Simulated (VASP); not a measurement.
# Hg (P6_3/mmc) in VASP: a series of runs, part 2 of 2

VASP 6.6.1.

### 4 Single point, PBE+D3(BJ)

This run uses another cell than the first one, of 24.04 Å³/atom.

File INCAR:

```
PREC = Accurate
ENCUT = 520
EDIFF = 1E-7
ISMEAR = 0
SIGMA = 0.15
LREAL = False
LASPH = True
NELM = 60
ALGO = Normal
ISIF = 2
LWAVE = False
LCHARG = True
GGA = PE
IVDW = 12
LELF = True
LVHAR = True
NBANDS = 19
```

File KPOINTS:

```
Automatic mesh
0
Gamma
  15 15 8
```

File POSCAR:

```
Hg
1.0
    3.2405000000      0.0000000000      0.0000000000
   -1.6202500000      2.8063553210      0.0000000000
    0.0000000000      0.0000000000      5.2861746114
Hg
2
Direct
    0.6666666667      0.3333333333      0.7500000000
    0.3333333333      0.6666666667      0.2500000000
```

Potentials or basis: VASP PAW PBE potentials, release 64 (Hg).

Started as:

```bash
$ cat potpaw_PBE.64/Hg/POTCAR > POTCAR
$ mpirun -np 1 vasp_std > vasp.out
```

OUTCAR:

```text
PREC = Accurate
   ENCUT = 520
   EDIFF = 1E-7
   ISMEAR = 0
   LREAL = False
   LASPH = True
   NELM = 60
   ISIF = 2
   GGA = PE
   IVDW = 12
 IVDW          = 12

 ion  position               nearest neighbor table
   1  0.667  0.333  0.750-   2 3.24   2 3.24   2 3.24   2 3.24   2 3.24   2 3.24
   2  0.333  0.667  0.250-   1 3.24   1 3.24   1 3.24   1 3.24   1 3.24   1 3.24

  LATTYP: Found a hexagonal cell.
 ALAT       =     3.2405000000
 C/A-ratio  =     1.6312836326

  Lattice vectors:

 A1 = (   3.2405000000,   0.0000000000,   0.0000000000)
 A2 = (  -1.6202500000,   2.8063553210,   0.0000000000)
 A3 = (   0.0000000000,   0.0000000000,   5.2861746114)

Analysis of symmetry for initial positions (statically):
=====================================================================
 Subroutine PRICEL returns:
 Original cell was already a primitive cell.

 Routine SETGRP: Setting up the symmetry group for a
 hexagonal supercell.

 Subroutine GETGRP returns: Found 24 space group operations
 (whereof 12 operations were pure point group operations)
 out of a pool of 24 trial point group operations.

The static configuration has the point symmetry D_3d.
 The point group associated with its full space group is D_6h.

Analysis of symmetry for dynamics (positions and initial velocities):
=====================================================================
 Subroutine PRICEL returns:
 Original cell was already a primitive cell.

 Routine SETGRP: Setting up the symmetry group for a
 hexagonal supercell.

 Subroutine GETGRP returns: Found 24 space group operations
 (whereof 12 operations were pure point group operations)
 out of a pool of 24 trial point group operations.

The dynamic configuration has the point symmetry D_3d.
 The point group associated with its full space group is D_6h.

 Subroutine INISYM returns: Found 24 space group operations
 (whereof 12 operations are pure point group operations),
 and found     1 'primitive' translations

----------------------------------------------------------------------------------------

                                     Primitive cell

  volume of cell :      48.0724

  direct lattice vectors                    reciprocal lattice vectors
     3.240500000  0.000000000  0.000000000     0.308594353  0.178167033  0.000000000
    -1.620250000  2.806355321  0.000000000     0.000000000  0.356334065  0.000000000
     0.000000000  0.000000000  5.286174611     0.000000000  0.000000000  0.189172714

  length of vectors
     3.240500000  3.240500000  5.286174611     0.356334065  0.356334065  0.189172714

  position of ions in fractional coordinates (direct lattice)
     0.666666667  0.333333333  0.750000000
     0.333333333  0.666666667  0.250000000

  ion indices of the primitive-cell ions
   primitive index   ion index
                 1           1
                 2           2

----------------------------------------------------------------------------------------

 KPOINTS: Automatic mesh

Automatic generation of k-mesh.
 Grid dimensions read from file:
 generate k-points for:   15   15    8

 Generating k-lattice:

  Cartesian coordinates                     Fractional coordinates (reciprocal lattice)
     0.020572957  0.011877802  0.000000000     0.066666667  0.000000000  0.000000000
     0.000000000  0.023755604  0.000000000     0.000000000  0.066666667  0.000000000
     0.000000000  0.000000000  0.023646589     0.000000000  0.000000000  0.125000000

  Length of vectors
     0.023755604  0.023755604  0.023646589

  Shift w.r.t. Gamma in fractional coordinates (k-lattice)
     0.000000000  0.000000000  0.000000000

 Subroutine IBZKPT returns following result:
 ===========================================

 Found    135 irreducible k-points:

 Following reciprocal coordinates:
            Coordinates               Weight
  0.000000  0.000000  0.000000      1.000000
  0.066667  0.000000  0.000000      6.000000
  0.133333 -0.000000  0.000000      6.000000
  0.200000 -0.000000  0.000000      6.000000
  0.266667 -0.000000  0.000000      6.000000
  0.333333 -0.000000  0.000000      6.000000
[... 16 lines left out ...]
  0.333333  0.200000  0.000000     12.000000
  0.400000  0.200000  0.000000      6.000000
 [... further k-points ...]
   k-points           NKPTS =    135   k-points in BZ     NKDIM =    135   number of bands    NBANDS=     19
   number of dos      NEDOS =    301   number of ions     NIONS =      2
   total plane-waves  NPLWV =  23040
   dimension x,y,z NGX =    24 NGY =   24 NGZ =   40
   dimension x,y,z NGXF=    48 NGYF=   48 NGZF=   80
   ions per type =               2
   NGX,Y,Z   is equivalent  to a cutoff of  12.31, 12.31, 12.58 a.u.
   NGXF,Y,Z  is equivalent  to a cutoff of  24.63, 24.63, 25.16 a.u.
 SYSTEM =  unknown system
   PREC   = accura    normal or accurate (medium, high low for compatibility)
   ISTART =      0    job   : 0-new  1-cont  2-samecut
   ICHARG =      2    charge: 1-file 2-atom 10-const
   ISPIN  =      1    spin polarized calculation?
   LNONCOLLINEAR =      F non collinear calculations
   LSORBIT =      F    spin-orbit coupling
   LASPH  =      T    aspherical Exc in radial PAW
   ENCUT  =  520.0 eV  38.22 Ry    6.18 a.u.   6.03  6.03  9.83*2*pi/ulx,y,z
   NELM   =     60;   NELMIN=  2; NELMDL= -5     # of ELM steps
   EDIFF  = 0.1E-06   stopping-criterion for ELM
   LREAL  =      F    real-space projection
   EDIFFG = 0.1E-05   stopping-criterion for IOM
   NSW    =      0    number of steps for IOM
   IBRION =     -1    ionic relax: 0-MD 1-quasi-New 2-CG
   NFREE  =      0    steps in history (QN), initial steepest desc. (CG)
   ISIF   =      2    stress and relaxation
   ISYM   =      2    0-nonsym 1-usesym 2-fastsym
   POTIM  = 0.5000    time-step for ionic-motion
   TEBEG  =    0.0;   TEEND  =   0.0 temperature during run
   PSTRESS=    0.0 pullay stress
   NELECT =      24.0000    total number of electrons
   NUPDOWN=      -1.0000    fix difference up-down
   EMIN   =  10.00;   EMAX   =-10.00  energy-range for DOS
   EFERMI =   0.00;   METHOD = LEGACY
   ISMEAR =     0;   SIGMA  =   0.15  broadening in eV -4-tet -1-fermi 0-gaus
   EFERMI_NEDOS =   21; number of points for ismear=-14 and -15
   IALGO  =     38    algorithm
   IMIX   =      4    mixing-type and parameters
     AMIX     =   0.40;   BMIX     =  1.00
     AMIX_MAG =   1.60;   BMIX_MAG =  1.00
  volume/ion in A,a.u.               =      24.04       162.20
  Fermi-wavevector in a.u.,A,eV,Ry     =   1.298713  2.454212 22.948340  1.686655
  Thomas-Fermi vector in A             =   2.430024
   LORBIT       =      0    0 simple, 1 ext, 2 COOP (PROOUT), +10 PAW based schemes
   GGA     = PE    functional components
   LHFCALC =     F    Hartree Fock is set to
   AEXX    =    0.0000 exact exchange contribution
   IVDW    =    12    specifies the selected vdW correction
   LEPSILON=     F    determine dielectric tensor
   LRPA    =     F    only Hartree local field effects (RPA)
 non-spin polarized calculation
 Gauss-broadening in eV      SIGMA  =   0.15
  energy-cutoff  :      520.00
  volume of cell :       48.07
 maximum number of plane-waves:      1320
   NGX = 13   NGY = 13   NGZ = 19

 number of electron      23.9999995 magnetization

 Free energy of the ion-electron system (eV)
  ---------------------------------------------------
  ext. energy  EPLUGINS =         0.00000000
  ---------------------------------------------------
  free energy    TOTEN  =        -0.21789649 eV

  energy without entropy =       -0.20883710  energy(sigma->0) =       -0.21336680

 E-fermi :   2.3914     XC(G=0): -10.7605

 val. band max:        2.3716900538   @ k =   0.2667   0.2000   0.1250
 cond. band min:       2.3924772980   @ k =   0.4000   0.1333   0.3750
 fundamental gap:      0.0207872442
 Fermi energy:         2.3913938481

 k-point     1 :       0.0000    0.0000    0.0000
  band No.  band energies     occupation
      1      -6.2946      2.00000
      2      -5.2958      2.00000
      3      -4.3512      2.00000
      4      -4.2820      2.00000
      5      -4.2820      2.00000
      6      -4.1524      2.00000
[... 11 lines left out ...]
     18      17.1047      0.00000
     19      17.4158      0.00000
[... 485 lines left out ...]
 k-point    24 :       0.4000    0.2000    0.0000
  band No.  band energies     occupation
      1      -4.9176      2.00000
      2      -4.8479      2.00000
      3      -4.6973      2.00000
      4      -4.3381      2.00000
      5      -4.1261      2.00000
      6      -3.9655      2.00000
[... 11 lines left out ...]
     18      11.0947      0.00000
     19      13.0564      0.00000

 [... further k-points ...]

------------------------ aborting loop because EDIFF is reached ----------------------------------------

 Edisp (eV)   -0.87075

 E8    (eV) :    -0.3942

  FORCE on cell =-STRESS in cart. coord.  units (eV):
  Direction    XX          YY          ZZ          XY          YZ          ZX
  --------------------------------------------------------------------------------------
  -------------------------------------------------------------------------------------
  Total       0.55643     0.55643     0.44872    -0.00000    -0.00000     0.00000
  in kB      18.54494    18.54494    14.95523    -0.00000    -0.00000     0.00000
  external pressure =       17.35 kB  Pullay stress =        0.00 kB

 VOLUME and BASIS-vectors are now :
 -----------------------------------------------------------------------------
  energy-cutoff  :      520.00
  volume of cell :       48.07
      direct lattice vectors                 reciprocal lattice vectors
     3.240500000  0.000000000  0.000000000     0.308594353  0.178167033  0.000000000
    -1.620250000  2.806355321  0.000000000     0.000000000  0.356334065  0.000000000
     0.000000000  0.000000000  5.286174611     0.000000000  0.000000000  0.189172714

 POSITION                                       TOTAL-FORCE (eV/Angst)
 -----------------------------------------------------------------------------------
      1.62025      0.93545      3.96463         0.000000      0.000000      0.000000
     -0.00000      1.87090      1.32154        -0.000000     -0.000000      0.000000
 -----------------------------------------------------------------------------------
    total drift:                               -0.000000      0.000000     -0.000000

  FREE ENERGIE OF THE ION-ELECTRON SYSTEM (eV)
  ---------------------------------------------------
  free  energy   TOTEN  =        -1.0886433483 eV

  energy  without entropy=       -1.0795839594  energy(sigma->0) =       -1.08411365
```

Run time: 28 s. Hardware: 1 thread of Intel Xeon 6975P-C (Granite Rapids), shared host; peak memory 0.24 GiB.

What came out:

```
Free energy                : -1.0886 eV
Pressure                   : 1.7 GPa
Band gap on the k mesh     : zero (bands 12 and 13 overlap by 1.54 eV)
Dispersion energy per atom : -0.435 eV
```

Caveat: spin-orbit coupling is left out, which moves the levels of the heavy elements.

### 5 Single point, PBE+D3(BJ)

This run uses another cell than the first one, of 24.13 Å³/atom.

File INCAR:

```
PREC = Accurate
ENCUT = 520
EDIFF = 1E-6
ISMEAR = 0
SIGMA = 0.15
LREAL = F
LASPH = T
NELM = 100
ALGO = Normal
ISIF = 2
LWAVE = F
LCHARG = F
GGA = PE
IVDW = 12
NBANDS = 19
```

File KPOINTS:

```
regular mesh
0
Gamma
  15 15 8
```

File POSCAR:

```
Hg
1.0
    3.2963000000      0.0000000000      0.0000000000
   -1.6481500000      2.8546795385      0.0000000000
    0.0000000000      0.0000000000      5.1276000000
Hg
2
Direct
    0.6666666667      0.3333333333      0.7500000000
    0.3333333333      0.6666666667      0.2500000000
```

Potentials or basis: VASP PAW PBE potentials, release 64 (Hg).

Started as:

```bash
$ cat potpaw_PBE.64/Hg/POTCAR > POTCAR
$ mpirun -np 1 vasp_std > vasp.out
```

OUTCAR:

```text
PREC = Accurate
   ENCUT = 520
   EDIFF = 1E-6
   ISMEAR = 0
   LREAL = F
   LASPH = T
   NELM = 100
   ISIF = 2
   GGA = PE
   IVDW = 12
 IVDW          = 12

 ion  position               nearest neighbor table
   1  0.667  0.333  0.750-   2 3.19   2 3.19   2 3.19   2 3.19   2 3.19   2 3.19
   2  0.333  0.667  0.250-   1 3.19   1 3.19   1 3.19   1 3.19   1 3.19   1 3.19

  LATTYP: Found a hexagonal cell.
 ALAT       =     3.2963000000
 C/A-ratio  =     1.5555622971

  Lattice vectors:

 A1 = (   3.2963000000,   0.0000000000,   0.0000000000)
 A2 = (  -1.6481500000,   2.8546795385,   0.0000000000)
 A3 = (   0.0000000000,   0.0000000000,   5.1276000000)

Analysis of symmetry for initial positions (statically):
=====================================================================
 Subroutine PRICEL returns:
 Original cell was already a primitive cell.

 Routine SETGRP: Setting up the symmetry group for a
 hexagonal supercell.

 Subroutine GETGRP returns: Found 24 space group operations
 (whereof 12 operations were pure point group operations)
 out of a pool of 24 trial point group operations.

The static configuration has the point symmetry D_3d.
 The point group associated with its full space group is D_6h.
[... 162 lines left out ...]

 E-fermi :   2.3704     XC(G=0): -10.7384

 val. band max:        2.3427298393   @ k =   0.4667   0.0667   0.5000
 cond. band min:       2.4194138850   @ k =   0.2667   0.2000   0.1250
 fundamental gap:      0.0766840457
 Fermi energy:         2.3704499390

 k-point     1 :       0.0000    0.0000    0.0000
  band No.  band energies     occupation
      1      -6.2999      2.00000
      2      -5.2559      2.00000
      3      -4.2922      2.00000
      4      -4.2922      2.00000
      5      -4.2420      2.00000
      6      -4.1401      2.00000
[... 505 lines left out ...]
      6      -4.0306      2.00000
[... 11 lines left out ...]
     18      11.1484      0.00000
     19      13.0555      0.00000

 [... further k-points ...]

------------------------ aborting loop because EDIFF is reached ----------------------------------------

 Edisp (eV)   -0.86763

 E8    (eV) :    -0.3929

  FORCE on cell =-STRESS in cart. coord.  units (eV):
  Direction    XX          YY          ZZ          XY          YZ          ZX
  --------------------------------------------------------------------------------------
  -------------------------------------------------------------------------------------
  Total       0.47891     0.47891     0.54586     0.00000    -0.00000     0.00000
  in kB      15.90241    15.90241    18.12554     0.00000    -0.00000     0.00000
  external pressure =       16.64 kB  Pullay stress =        0.00 kB

 VOLUME and BASIS-vectors are now :
 -----------------------------------------------------------------------------
  energy-cutoff  :      520.00
  volume of cell :       48.25
      direct lattice vectors                 reciprocal lattice vectors
     3.296300000  0.000000000  0.000000000     0.303370446  0.175151008  0.000000000
    -1.648150000  2.854679539  0.000000000     0.000000000  0.350302017  0.000000000
     0.000000000  0.000000000  5.127600000     0.000000000  0.000000000  0.195023013

 POSITION                                       TOTAL-FORCE (eV/Angst)
 -----------------------------------------------------------------------------------
      1.64815      0.95156      3.84570        -0.000000      0.000000      0.000000
     -0.00000      1.90312      1.28190         0.000000     -0.000000      0.000000
 -----------------------------------------------------------------------------------
    total drift:                               -0.000000      0.000000     -0.000000

  FREE ENERGIE OF THE ION-ELECTRON SYSTEM (eV)
  ---------------------------------------------------
  free  energy   TOTEN  =        -1.0913087206 eV

  energy  without entropy=       -1.0849049695  energy(sigma->0) =       -1.08810685
```

OSZICAR:

```text
N       E                     dE             d eps       ncg     rms          rms(c)
DAV:   1     0.181204299963E+03    0.18120E+03   -0.12436E+04  5138   0.122E+03
DAV:   2     0.397347250747E+01   -0.17723E+03   -0.16885E+03  5358   0.317E+02
DAV:   3    -0.272294020197E+00   -0.42458E+01   -0.42306E+01  5862   0.542E+01
DAV:   4    -0.279267902781E+00   -0.69739E-02   -0.69729E-02  5574   0.211E+00
DAV:   5    -0.279277760756E+00   -0.98580E-05   -0.98579E-05  5673   0.780E-02    0.488E+00
DAV:   6    -0.227169929517E+00    0.52108E-01   -0.12024E-01  5608   0.367E+00    0.361E+00
DAV:   7    -0.223882250398E+00    0.32877E-02   -0.26792E-02  5613   0.149E+00    0.116E+00
DAV:   8    -0.223624234777E+00    0.25802E-03   -0.43802E-03  5405   0.735E-01    0.798E-02
DAV:   9    -0.223646984776E+00   -0.22750E-04   -0.22027E-05  5799   0.470E-02    0.261E-02
DAV:  10    -0.223682162111E+00   -0.35177E-04   -0.36124E-05  5462   0.492E-02    0.647E-03
DAV:  11    -0.223682146539E+00    0.15572E-07   -0.11861E-06  3683   0.110E-02
   1 F= -.10913087E+01 E0= -.10881068E+01  d E =-.640375E-02
```

It took 37 s on 1 thread of Intel Xeon 6975P-C (Granite Rapids), shared host; peak memory 0.26 GiB.

What came out:

* Free energy: -1.0913 eV
* Pressure: 1.7 GPa
* Band gap on the k mesh: zero (bands 12 and 13 overlap by 1.15 eV)
* Dispersion energy per atom: -0.434 eV

Levels at points of the mesh, in eV from the Fermi level:
| k point | band 10 | band 11 | band 12 | band 13 | band 14 | band 15 |
| --- | --- | --- | --- | --- | --- | --- |
| (0.00, 0.00, 0.00) | -5.68 | -5.68 | -1.06 | -0.92 | 11.91 | 11.91 |
| (0.00, 0.00, 0.50) | -5.89 | -5.89 | -5.89 | 7.59 | 7.59 | 13.04 |

Caveat: spin-orbit coupling is left out, which moves the levels of the heavy elements.

### 6 Single point, PBE+D3(BJ)

This run uses another cell than the first one, of 24.19 Å³/atom.

File INCAR:

```
SYSTEM = Hg
ALGO = Fast
EDIFF = 1E-6
ENCUT = 520
GGA = PE
ISIF = 2
ISMEAR = 0
IVDW = 12
LASPH = .TRUE.
LCHARG = .FALSE.
LREAL = .FALSE.
LWAVE = .FALSE.
NBANDS = 19
NELM = 80
PREC = Accurate
SIGMA = 0.15
```

File KPOINTS:

```
k-points
0
G
  15 15 8
  0 0 0
```

File POSCAR:

```
Hg
1.0
    3.4081000000      0.0000000000      0.0000000000
   -1.7040500000      2.9515011786      0.0000000000
    0.0000000000      0.0000000000      4.8104000000
Hg
2
Direct
    0.6666666667      0.3333333333      0.7500000000
    0.3333333333      0.6666666667      0.2500000000
```

Potentials or basis: VASP PAW PBE potentials, release 64 (Hg).

Started as:

```bash
$ cat potpaw_PBE.64/Hg/POTCAR > POTCAR
$ mpirun -np 1 vasp_std > vasp.out
```

Wall time 38 s (1 thread of Intel Xeon 6975P-C (Granite Rapids), shared host); peak memory 0.25 GiB.

Results (log left out):

```yaml
Free_energy: -1.0872 eV
Pressure: 1.6 GPa
Band_gap_on_the_k_mesh: zero (bands 12 and 13 overlap by 1.30 eV)
Dispersion_energy_per_atom: -0.433 eV
```

Stress tensor (GPa, compression positive):
```
1.77 0.00 0.00
0.00 1.77 0.00
0.00 0.00 1.31
```

Levels at points of the mesh, in eV from the Fermi level:
```csv
k point,band 8,band 9,band 10,band 11,band 12,band 13,band 14,band 15,band 16,band 17
"(0.00, 0.00, 0.00)",-6.68,-6.56,-5.86,-5.86,-0.68,0.00,10.40,10.40,11.97,13.14
"(0.00, 0.00, 0.50)",-6.36,-6.05,-6.05,-6.05,-6.05,9.29,9.29,11.73,11.73,11.73
```

Caveat: spin-orbit coupling is left out, which moves the levels of the heavy elements.

### 7 Overview

```tsv
cell	gap on the mesh (eV)	pressure (GPa)
a = 3.296, b = 3.296, c = 4.969 Å, angles 90.0, 90.0, 120.0°, 2 atoms	none	2.8
a = 3.185, b = 3.185, c = 5.445 Å, angles 90.0, 90.0, 120.0°, 2 atoms	none	1.9
a = 3.240, b = 3.241, c = 5.286 Å, angles 90.0, 90.0, 120.0°, 2 atoms	none	1.7
a = 3.296, b = 3.296, c = 5.128 Å, angles 90.0, 90.0, 120.0°, 2 atoms	none	1.7
a = 3.408, b = 3.408, c = 4.810 Å, angles 90.0, 90.0, 120.0°, 2 atoms	none	1.6
```

Alike in all rows: task single point; level PBE+D3(BJ); potentials or basis VASP PAW PBE potentials, release 64 (Hg); no spin polarisation; k mesh 15 × 15 × 8; cutoff (eV) 520; smearing gaussian 0.15 eV.

Caveats: spin-orbit coupling is left out, which moves the levels of the heavy elements.

Total energies depend on the potentials used, so only differences within one code and one set of settings carry meaning.
